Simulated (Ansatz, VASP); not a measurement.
This is a calculation of Ge for Ansatz 0.2.0.

input.yaml

```yaml
crystal:
  lattice:
    - [-2.5219343658, 2.5219343658, 1.3688860134]
    - [2.5219343658, -2.5219343658, 1.3688860134]
    - [2.5219343658, 2.5219343658, -1.3688860134]
  atoms:
    - { symbol: Ge, position: [0.5, 0.5, 0.0] }
    - { symbol: Ge, position: [0.25, 0.75, 0.5] }
kpoints:
  mp_grid: { grid: [11, 11, 11] }
scf:
  occupations: { method: fermi_dirac, width: 0.05 }
hamiltonian:
  xc: pbe
  pseudopotentials: { kind: all_electron, lapw: { basis_error: 0.0005 } }
output:
  forces: true
  stress: true
  eigenvalues: true
```

Potentials or basis: all-electron LAPW, scalar-relativistic.

Command:

```console
$ ansatz run input.yaml --threads 1 --pin off --max-ram 3072MiB --backend cpu --events-out ev --progress --plain --runs-dir out
```

Question: Set up the same calculation for VASP 6.6.1. Potentials there: VASP PAW PBE potentials, release 64 (Ge_d).

Answer: As run (the cutoff follows the program's own potentials):

INCAR

```
PREC = Accurate ; ENCUT = 520
EDIFF = 1E-6 ; ISMEAR = -1
SIGMA = 0.05 ; LREAL = F
LASPH = T ; NELM = 80
ALGO = Normal ; ISIF = 2
LWAVE = F ; LCHARG = F
GGA = PE ; NBANDS = 21
```

KPOINTS

```
regular mesh
0
Gamma
  11 11 11
```

File POSCAR:

```
Ge
1.0
   -2.5219343658      2.5219343658      1.3688860134
    2.5219343658     -2.5219343658      1.3688860134
    2.5219343658      2.5219343658     -1.3688860134
Ge
2
Direct
    0.5000000000      0.5000000000      0.0000000000
    0.2500000000      0.7500000000      0.5000000000
```

Potentials or basis: VASP PAW PBE potentials, release 64 (Ge_d).

The run is started by

```bash
$ cat potpaw_PBE.64/Ge_d/POTCAR > POTCAR
$ mpirun -np 1 vasp_std > vasp.out
```

Both were run:

|  | VASP | Ansatz | Ansatz less VASP |
| --- | --- | --- | --- |
| gap on the k mesh at the Fermi level (eV) | none | none | - |
| pressure (GPa) | 8.9 | 9.0 | +0.16 |
| traceless stress, the component that is largest in VASP (GPa) | -0.09 | -0.09 | -0.001 |

A gap of «none» marks a metal or a gap that the smearing closes. Ansatz ran all-electron here, and VASP with PAW potentials.
